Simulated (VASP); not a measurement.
# Ir (P6_3/mmc) in VASP: further runs

The runs below take Ir through single point, with PBEsol.

Program: VASP 6.6.1. These are calculated values, not measurements. Logs are shortened: lines on timing, memory, paths and dates and some standing lists are left out, and cuts for length are marked.

## Step 1: The cell of the first run

It takes space group P6_3/mmc (No. 194, hexagonal). The conventional cell has a = 2.605 Å, b = 2.605 Å, c = 4.224 Å, α = 90.00°, β = 90.00°, γ = 120.00°. Within 3.4 Å of Ir (site symmetry -6m2) lie 12 Ir at 2.59 to 2.61 Å.

## Step 2: Single point, PBEsol, collinear spin, ferromagnetic start

The input, INCAR:

```
PREC = Accurate
ENCUT = 520
EDIFF = 1E-6
ISMEAR = 0
SIGMA = 0.15
LREAL = False
LASPH = True
NELM = 150
ALGO = Normal
ISIF = 2
LWAVE = False
LCHARG = True
ISPIN = 2
MAGMOM = 0.8 0.8
LORBIT = 11
NUPDOWN = 1.6
LMAXMIX = 4
GGA = PS
LELF = True
LVHAR = True
NBANDS = 20
```

The input, KPOINTS:

```
Automatic mesh
0
Gamma
  21 21 12
```

The input, POSCAR:

```
Ir
1.0
    2.6053845842      0.0000000000      0.0000000000
   -1.3026922921      2.2563292365      0.0000000000
    0.0000000000      0.0000000000      4.2241311110
Ir
2
Direct
    0.6666666667      0.3333333333      0.7500000000
    0.3333333333      0.6666666667      0.2500000000
```

Potentials or basis: VASP PAW PBE potentials, release 64 (Ir).

The run is started by

```console
$ cat potpaw_PBE.64/Ir/POTCAR > POTCAR
$ mpirun -np 1 vasp_std > vasp.out
```

OUTCAR:

```text
PREC = Accurate
   ENCUT = 520
   EDIFF = 1E-6
   ISMEAR = 0
   LREAL = False
   LASPH = True
   NELM = 150
   ISIF = 2
   ISPIN = 2
   LORBIT = 11
   NUPDOWN = 1.6
   GGA = PS

 ion  position               nearest neighbor table
   1  0.667  0.333  0.750-   2 2.59   2 2.59   2 2.59   2 2.59   2 2.59   2 2.59
   2  0.333  0.667  0.250-   1 2.59   1 2.59   1 2.59   1 2.59   1 2.59   1 2.59

  LATTYP: Found a hexagonal cell.
 ALAT       =     2.6053845842
 C/A-ratio  =     1.6213080927

  Lattice vectors:

 A1 = (   2.6053845842,   0.0000000000,   0.0000000000)
 A2 = (  -1.3026922921,   2.2563292365,   0.0000000000)
 A3 = (   0.0000000000,   0.0000000000,   4.2241311110)

Analysis of symmetry for initial positions (statically):
=====================================================================
 Subroutine PRICEL returns:
 Original cell was already a primitive cell.

 Routine SETGRP: Setting up the symmetry group for a
 hexagonal supercell.

 Subroutine GETGRP returns: Found 24 space group operations
 (whereof 12 operations were pure point group operations)
 out of a pool of 24 trial point group operations.

The static configuration has the point symmetry D_3d.
 The point group associated with its full space group is D_6h.

Analysis of symmetry for dynamics (positions and initial velocities):
=====================================================================
 Subroutine PRICEL returns:
 Original cell was already a primitive cell.

 Routine SETGRP: Setting up the symmetry group for a
 hexagonal supercell.

 Subroutine GETGRP returns: Found 24 space group operations
 (whereof 12 operations were pure point group operations)
 out of a pool of 24 trial point group operations.

The dynamic configuration has the point symmetry D_3d.
 The point group associated with its full space group is D_6h.

Analysis of structural, dynamic, and magnetic symmetry:
=====================================================================
 Subroutine PRICEL returns:
 Original cell was already a primitive cell.

 Routine SETGRP: Setting up the symmetry group for a
 hexagonal supercell.

 Subroutine GETGRP returns: Found 24 space group operations
 (whereof 12 operations were pure point group operations)
 out of a pool of 24 trial point group operations.

The overall configuration has the point symmetry D_3d.
 The point group associated with its full space group is D_6h.

 Subroutine INISYM returns: Found 24 space group operations
 (whereof 12 operations are pure point group operations),
 and found     1 'primitive' translations

----------------------------------------------------------------------------------------

                                     Primitive cell

  volume of cell :      24.8320

  direct lattice vectors                    reciprocal lattice vectors
     2.605384584  0.000000000  0.000000000     0.383820495  0.221598866  0.000000000
    -1.302692292  2.256329237  0.000000000     0.000000000  0.443197732  0.000000000
     0.000000000  0.000000000  4.224131111     0.000000000  0.000000000  0.236735076

  length of vectors
     2.605384584  2.605384584  4.224131111     0.443197732  0.443197732  0.236735076

  position of ions in fractional coordinates (direct lattice)
     0.666666667  0.333333333  0.750000000
     0.333333333  0.666666667  0.250000000

  ion indices of the primitive-cell ions
   primitive index   ion index
                 1           1
                 2           2

----------------------------------------------------------------------------------------

 KPOINTS: Automatic mesh

Automatic generation of k-mesh.
 Grid dimensions read from file:
 generate k-points for:   21   21   12

 Generating k-lattice:

  Cartesian coordinates                     Fractional coordinates (reciprocal lattice)
     0.018277166  0.010552327  0.000000000     0.047619048  0.000000000  0.000000000
     0.000000000  0.021104654  0.000000000     0.000000000  0.047619048  0.000000000
     0.000000000  0.000000000  0.019727923     0.000000000  0.000000000  0.083333333

  Length of vectors
     0.021104654  0.021104654  0.019727923

  Shift w.r.t. Gamma in fractional coordinates (k-lattice)
     0.000000000  0.000000000  0.000000000

 Subroutine IBZKPT returns following result:
 ===========================================

 Found    336 irreducible k-points:

 Following reciprocal coordinates:
            Coordinates               Weight
  0.000000  0.000000  0.000000      1.000000
  0.047619  0.000000  0.000000      6.000000
  0.095238  0.000000  0.000000      6.000000
  0.142857  0.000000  0.000000      6.000000
  0.190476  0.000000  0.000000      6.000000
  0.238095  0.000000  0.000000      6.000000
[... 16 lines left out ...]
  0.142857  0.095238  0.000000     12.000000
  0.190476  0.095238  0.000000     12.000000
 [... further k-points ...]
   k-points           NKPTS =    336   k-points in BZ     NKDIM =    336   number of bands    NBANDS=     20
   number of dos      NEDOS =    301   number of ions     NIONS =      2
   total plane-waves  NPLWV =  12800
   dimension x,y,z NGX =    20 NGY =   20 NGZ =   32
   dimension x,y,z NGXF=    40 NGYF=   40 NGZF=   64
   ions per type =               2
   NGX,Y,Z   is equivalent  to a cutoff of  12.76, 12.76, 12.59 a.u.
   NGXF,Y,Z  is equivalent  to a cutoff of  25.52, 25.52, 25.19 a.u.
 SYSTEM =  unknown system
   PREC   = accura    normal or accurate (medium, high low for compatibility)
   ISTART =      0    job   : 0-new  1-cont  2-samecut
   ICHARG =      2    charge: 1-file 2-atom 10-const
   ISPIN  =      2    spin polarized calculation?
   LNONCOLLINEAR =      F non collinear calculations
   LSORBIT =      F    spin-orbit coupling
   LASPH  =      T    aspherical Exc in radial PAW
   ENCUT  =  520.0 eV  38.22 Ry    6.18 a.u.   4.84  4.84  7.85*2*pi/ulx,y,z
   NELM   =    150;   NELMIN=  2; NELMDL= -5     # of ELM steps
   EDIFF  = 0.1E-05   stopping-criterion for ELM
   LREAL  =      F    real-space projection
   EDIFFG = 0.1E-04   stopping-criterion for IOM
   NSW    =      0    number of steps for IOM
   IBRION =     -1    ionic relax: 0-MD 1-quasi-New 2-CG
   NFREE  =      0    steps in history (QN), initial steepest desc. (CG)
   ISIF   =      2    stress and relaxation
   ISYM   =      2    0-nonsym 1-usesym 2-fastsym
   POTIM  = 0.5000    time-step for ionic-motion
   TEBEG  =    0.0;   TEEND  =   0.0 temperature during run
   PSTRESS=    0.0 pullay stress
   NELECT =      18.0000    total number of electrons
   NUPDOWN=       1.6000    fix difference up-down
   EMIN   =  10.00;   EMAX   =-10.00  energy-range for DOS
   EFERMI =   0.00;   METHOD = LEGACY
   ISMEAR =     0;   SIGMA  =   0.15  broadening in eV -4-tet -1-fermi 0-gaus
   EFERMI_NEDOS =   21; number of points for ismear=-14 and -15
   IALGO  =     38    algorithm
   IMIX   =      4    mixing-type and parameters
     AMIX     =   0.40;   BMIX     =  1.00
     AMIX_MAG =   1.60;   BMIX_MAG =  1.00
  volume/ion in A,a.u.               =      12.42        83.79
  Fermi-wavevector in a.u.,A,eV,Ry     =   1.470602  2.779034 29.424908  2.162670
  Thomas-Fermi vector in A             =   2.585839
   LORBIT       =     11    0 simple, 1 ext, 2 COOP (PROOUT), +10 PAW based schemes
   GGA     = PS    functional components
   LHFCALC =     F    Hartree Fock is set to
   AEXX    =    0.0000 exact exchange contribution
   IVDW    =     0    specifies the selected vdW correction
   LEPSILON=     F    determine dielectric tensor
   LRPA    =     F    only Hartree local field effects (RPA)
 spin polarized calculation
 Gauss-broadening in eV      SIGMA  =   0.15
  energy-cutoff  :      520.00
  volume of cell :       24.83
 maximum number of plane-waves:       687
 NGX is ok and might be reduce to    20
   NGX =  9   NGY =  9   NGZ = 15

 number of electron      18.0000003 magnetization       1.6000000

 Free energy of the ion-electron system (eV)
  ---------------------------------------------------
  ext. energy  EPLUGINS =         0.00000000
  ---------------------------------------------------
  free energy    TOTEN  =       -18.34851800 eV

  energy without entropy =      -18.32650231  energy(sigma->0) =      -18.33751016

 E-fermi :  12.0347     XC(G=0): -14.8691

 val. band max:       13.2964219009   @ k =   0.4286   0.0476   0.0833
 cond. band min:      12.0396991112   @ k =   0.3333   0.1905   0.2500
 fundamental gap:     -1.2567227897
 Fermi energy:        13.2999351353

 spin component 1

 k-point     1 :       0.0000    0.0000    0.0000
  band No.  band energies     occupation
      1      -0.0996      1.00000
      2       2.8757      1.00000
      3       7.7511      1.00000
      4       7.8412      1.00000
      5       7.8412      1.00000
      6       8.6658      1.00000
[... 12 lines left out ...]
     19      36.1347      0.00000
     20      36.1347      0.00000
[... 507 lines left out ...]
 k-point    24 :       0.1905    0.0952    0.0000
  band No.  band energies     occupation
      1       2.3607      1.00000
      2       4.5441      1.00000
      3       6.1500      1.00000
      4       6.3494      1.00000
      5       7.7715      1.00000
      6       8.0055      1.00000
[... 12 lines left out ...]
     19      34.7375      0.00000
     20      37.7396      0.00000

 [... further k-points ...]

 spin component 2

 k-point     1 :       0.0000    0.0000    0.0000
  band No.  band energies     occupation
      1       0.1216      1.00000
      2       3.2387      1.00000
      3       8.2552      1.00000
      4       8.3357      1.00000
      5       8.3357      1.00000
      6       9.1753      1.00000
[... 12 lines left out ...]
     19      36.3976      0.00000
     20      36.3976      0.00000
[... 507 lines left out ...]
 k-point    24 :       0.1905    0.0952    0.0000
  band No.  band energies     occupation
      1       2.5949      1.00000
      2       4.9403      1.00000
      3       6.5757      1.00000
      4       6.7617      1.00000
      5       8.2357      1.00000
      6       8.5102      1.00000
[... 12 lines left out ...]
     19      34.9752      0.00000
     20      38.0514      0.00000

 [... further k-points ...]
[... 5 lines left out ...]
  --------------------------------------------------------------------------------------
  -------------------------------------------------------------------------------------
  Total       11.9768792     11.9768792     12.2049358      0.0000000      0.0000000      0.0000000
  in kB      772.7562928    772.7562927    787.4706628      0.0000000      0.0000000      0.0000000
  external PRESSURE =     777.6610828 kB  Pullay stress =       0.0000000 kB

 VOLUME and BASIS-vectors are now :
 -----------------------------------------------------------------------------
  energy-cutoff  :      520.00
  volume of cell :       24.83
      direct lattice vectors                 reciprocal lattice vectors
     2.605384584  0.000000000  0.000000000     0.383820495  0.221598866  0.000000000
    -1.302692292  2.256329237  0.000000000     0.000000000  0.443197732  0.000000000
     0.000000000  0.000000000  4.224131111     0.000000000  0.000000000  0.236735076

 POSITION                                       TOTAL-FORCE (eV/Angst)
 -----------------------------------------------------------------------------------
      1.30269      0.75211      3.16810        -0.000000      0.000000      0.000000
     -0.00000      1.50422      1.05603         0.000000     -0.000000      0.000000
 -----------------------------------------------------------------------------------
    total drift:                               -0.000000      0.000000     -0.000000

  FREE ENERGIE OF THE ION-ELECTRON SYSTEM (eV)
  ---------------------------------------------------
  free  energy   TOTEN  =       -18.3485180035 eV

  energy  without entropy=      -18.3265023090  energy(sigma->0) =      -18.33751016

 total charge

# of ion       s       p       d       tot
------------------------------------------
    1        0.753   0.938   7.224   8.915
    2        0.753   0.938   7.224   8.915
--------------------------------------------------
tot          1.506   1.875  14.449  17.830

 magnetization (x)

# of ion       s       p       d       tot
------------------------------------------
    1        0.005   0.014   0.757   0.776
    2        0.005   0.014   0.757   0.776
--------------------------------------------------
tot          0.011   0.027   1.515   1.553
```

It took 3.9 min on 1 thread of Intel Xeon Platinum 8375C at 2.90GHz (Ice Lake), shared host; peak memory 0.33 GiB.

Results:

```yaml
Free_energy: -18.3485 eV
Pressure: 77.8 GPa
Net_moment: 1.60 μB per cell
Site_moments: Ir +0.78 μB
Valence_electrons_inside_the_program's_atomic_spheres: Ir 8.91
```

Caveat: the PAW data sets were made with another functional, which shifts forces and pressure a little; spin-orbit coupling is left out, which moves the levels of the heavy elements; the total moment is fixed, so each spin has its own Fermi level.

## Step 3: Single point, PBEsol, collinear spin, ferromagnetic start

The input, INCAR:

```
SYSTEM = Ir
PREC     = Accurate       ! precision mode
ENCUT    = 520            ! plane-wave cutoff, eV
EDIFF    = 1E-6           ! SCF threshold, eV
ISMEAR   = 0              ! smearing method
SIGMA    = 0.15           ! smearing width, eV
LREAL    = .False.        ! projectors in reciprocal space
LASPH    = .True.         ! aspherical terms in the spheres
NELM     = 150            ! most SCF steps
ALGO     = Normal         ! electronic algorithm
ISIF     = 2              ! what is computed and relaxed
LWAVE    = .False.        ! write WAVECAR
LCHARG   = .False.        ! write CHGCAR
ISPIN    = 2              ! spin polarisation
MAGMOM   = 0.6 0.6        ! initial moments
LORBIT   = 11             ! projections on sites
NUPDOWN  = 1.2            ! fixed moment
LMAXMIX  = 4              ! l up to which the mixer works
GGA      = PS             ! functional
NBANDS   = 20             ! bands
```

The input, KPOINTS:

```
regular mesh
0
Gamma
  21 21 12
  0 0 0
```

POSCAR is that of step 2.

Potentials or basis: VASP PAW PBE potentials, release 64 (Ir).

The run is started by

```console
$ cat potpaw_PBE.64/Ir/POTCAR > POTCAR
$ mpirun -np 1 vasp_std > vasp.out
```

It took 2.9 min on 1 thread of Intel Xeon Platinum 8375C at 2.90GHz (Ice Lake), shared host; peak memory 0.33 GiB.

The run converged. Its results:

* Free energy: -18.5622 eV
* Pressure: 74.4 GPa
* Net moment: 1.20 μB per cell
* Site moments: Ir +0.58 μB
* Valence electrons inside the program's atomic spheres: Ir 8.91

Stress tensor (GPa, compression positive):
```
74.11  0.00  0.00
 0.00 74.11  0.00
 0.00  0.00 74.97
```

Caveat: the PAW data sets were made with another functional, which shifts forces and pressure a little; spin-orbit coupling is left out, which moves the levels of the heavy elements; the total moment is fixed, so each spin has its own Fermi level.

## Step 4: Single point, PBEsol

This run uses another cell than the first one, of 13.26 Å³/atom, 1.068 times its volume.

The input, INCAR:

```
ALGO     = Fast           # electronic algorithm
EDIFF    = 1E-7           # SCF threshold, eV
ENCUT    = 520            # plane-wave cutoff, eV
GGA      = PS             # functional
ISIF     = 2              # what is computed and relaxed
ISMEAR   = 0              # smearing method
LASPH    = T              # aspherical terms in the spheres
LCHARG   = T              # write CHGCAR
LELF     = T              # ELF
LREAL    = F              # projectors in reciprocal space
LVHAR    = T            
LWAVE    = F              # write WAVECAR
NBANDS   = 16             # bands
NELM     = 60             # most SCF steps
PREC     = Accurate       # precision mode
SIGMA    = 0.15           # smearing width, eV
```

The input, KPOINTS:

```
k-points
0
Gamma
  21 21 12
```

The input, POSCAR:

```
Ir
1.0
    2.6633313082      0.0000000000      0.0000000000
   -1.3316656541      2.3065125716      0.0000000000
    0.0000000000      0.0000000000      4.3180806037
Ir
2
Direct
    0.6666666667      0.3333333333      0.7500000000
    0.3333333333      0.6666666667      0.2500000000
```

The run is started by

```console
$ cat potpaw_PBE.64/Ir/POTCAR > POTCAR
$ mpirun -np 1 vasp_std > vasp.out
```

It took 2 min on 1 thread of AMD EPYC 7R13 (Zen 3), shared host; peak memory 0.21 GiB.

Results (log left out):

```
Free energy            : -19.3443 eV
Pressure               : 29.4 GPa
Band gap on the k mesh : zero (band 9 reaches 12.67 eV, above the bottom of band 10 at 8.91 eV)
```

Stress tensor (GPa, compression positive):
```
28.98  0.00  0.00
 0.00 28.98  0.00
 0.00  0.00 30.25
```

Levels at points of the mesh, in eV from the Fermi level:
```tsv
k point	band 5	band 6	band 7	band 8	band 9	band 10	band 11	band 12	band 13	band 14
(0.00, 0.00, 0.00)	-4.30	-3.56	-3.56	-2.66	-2.66	-1.07	0.29	0.29	7.67	14.08
(0.00, 0.00, 0.50)	-4.43	-4.43	-4.43	-4.43	-0.52	-0.52	-0.52	-0.52	13.60	13.60
```

Caveat: the PAW data sets were made with another functional, which shifts forces and pressure a little; spin-orbit coupling is left out, which moves the levels of the heavy elements.

## Step 5: Overview

```csv
spin,fixed moment (μB),cell,pressure (GPa),moment (μB)
"collinear, ferromagnetic start",1.6,"a = 2.605, b = 2.605, c = 4.224 Å, angles 90.0, 90.0, 120.0°, 2 atoms",77.8,1.60
"collinear, ferromagnetic start",1.2,"a = 2.605, b = 2.605, c = 4.224 Å, angles 90.0, 90.0, 120.0°, 2 atoms",74.4,1.20
off,-,"a = 2.663, b = 2.663, c = 4.318 Å, angles 90.0, 90.0, 120.0°, 2 atoms",29.4,-
```

Alike in all rows: task single point; level PBEsol; potentials or basis VASP PAW PBE potentials, release 64 (Ir); k mesh 21 × 21 × 12; cutoff (eV) 520; smearing gaussian 0.15 eV.

Caveats: the PAW data sets were made with another functional, which shifts forces and pressure a little; spin-orbit coupling is left out, which moves the levels of the heavy elements; the total moment is fixed, so each spin has its own Fermi level (some runs).

Total energies depend on the potentials used, so only differences within one code and one set of settings carry meaning.
